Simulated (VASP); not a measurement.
Input of a VASP 6.6.1 run:

INCAR

```
PREC = Accurate
ENCUT = 520
EDIFF = 1E-6
ISMEAR = 0
SIGMA = 0.1
LREAL = False
LASPH = True
NELM = 100
ALGO = Normal
ISIF = 2
LWAVE = False
LCHARG = False
GGA = PS
NBANDS = 12
ISYM = 0
```

File KPOINTS:

```
Automatic mesh
0
Gamma
  12 12 14
```

The input POSCAR:

```
Ta
1.0
    2.8877312819      0.0000000000      0.0000000000
   -1.4438656410      2.5008486494      0.0000000000
    1.4438656410      0.8336162165      2.4758972445
Ta
1
Direct
    0.0000000000      0.0000000000      0.0000000000
```

Potentials or basis: VASP PAW PBE potentials, release 64 (Ta_pv).

Launch:

```sh
$ cat potpaw_PBE.64/Ta_pv/POTCAR > POTCAR
$ mpirun -np 1 vasp_std > vasp.out
```

(1) What does it give for the pressure?

Results:

(1) 3.9 GPa.

Caveat: the PAW data sets were made with another functional, which shifts forces and pressure a little.
